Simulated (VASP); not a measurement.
MnS, 4 atoms in the cell. It takes space group P-6m2 (No. 187, hexagonal). The conventional cell has a = 3.569 Å, b = 3.569 Å, c = 3.483 Å, α = 90.00°, β = 90.00°, γ = 120.00°. Mn (site symmetry -6m2) has 6 S at 2.70 Å and 8 Mn at 3.48 to 3.57 Å within 3.6 Å. Within 3.6 Å of S (site symmetry -6m2) lie 6 Mn at 2.70 Å and 8 S at 3.48 to 3.57 Å. 

- Program: VASP 6.6.1
- Task: single point
- Functional: LDA
- Potentials or basis: VASP PAW LDA potentials, release 64 (Mn_pv, S)
- Cutoff: 520 eV
- k mesh: 6 × 6 × 6
- Occupations: gaussian, width 0.05 eV
- Spin: collinear spin, ferromagnetic start
- Starting moments: [5.0, 5.0, 0.0, 0.0] μB
- Hubbard terms: Mn d U = 6.0 eV, J = 0.9 eV
- Dipole correction: no
- LDAUTYPE: 1
- Hund's J: 0.9
- Further INCAR settings: ALGO = Normal; EDIFF = 1e-06; NBANDS = 31

Potentials or basis: VASP PAW LDA potentials, release 64 (Mn_pv, S).

The run is started by

```bash
$ cat potpaw_LDA.64/Mn_pv/POTCAR potpaw_LDA.64/S/POTCAR > POTCAR
$ mpirun -np 1 vasp_std > vasp.out
```

Hardware: 1 thread of Intel(R) Xeon(R) Platinum 8259CL CPU @ 2.50GHz (Skylake/Cascade Lake) (shared host).

Estimate the wall time of this run.

Wall time 6.3 min on 1 thread of Intel(R) Xeon(R) Platinum 8259CL CPU @ 2.50GHz (Skylake/Cascade Lake) (shared host), peak memory 0.3 GiB. Counts: scf iterations 15, k points 46.
